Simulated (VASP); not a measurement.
## Pb: single point with revPBE

Crystal: Pb.

```
Pb
1.0
     0.00000    3.61673    3.61673
     3.61673    0.00000    3.61673
     3.61673    3.61673    0.00000
Pb
2
Direct
  0.12500 0.12500 0.12500
  0.87500 0.87500 0.87500
```

This cell differs from its parent crystal: volume scaled by 1.04.

```yaml
Program: VASP 6.6.1
Task: single point
Functional: revPBE
Potentials_or_basis: VASP PAW PBE potentials, release 64 (Pb_d)
Cutoff: 520 eV
k_mesh: 9 × 9 × 9
Occupations: fermi-dirac, width 0.1 eV
Spin: no spin polarisation
```

* Pressure: -0.9 GPa
* Band gap on the k mesh: zero (band 14 reaches 3.53 eV, above the bottom of band 15 at 2.62 eV)

Levels at points of the mesh, in eV from the Fermi level:
```csv
k point,band 10,band 11,band 12,band 13,band 14,band 15,band 16,band 17,band 18,band 19
"(0.00, 0.00, 0.00)",-16.65,-10.32,-4.67,0.34,0.34,0.34,2.30,2.30,2.30,4.18
```

It took 32 s on 1 thread of Intel(R) Xeon(R) 6975P-C (Granite Rapids) (shared host), peak memory 0.25 GiB.

Caveat: the PAW data sets were made with another functional, which shifts forces and pressure a little; spin-orbit coupling is left out, which moves the levels of the heavy elements.
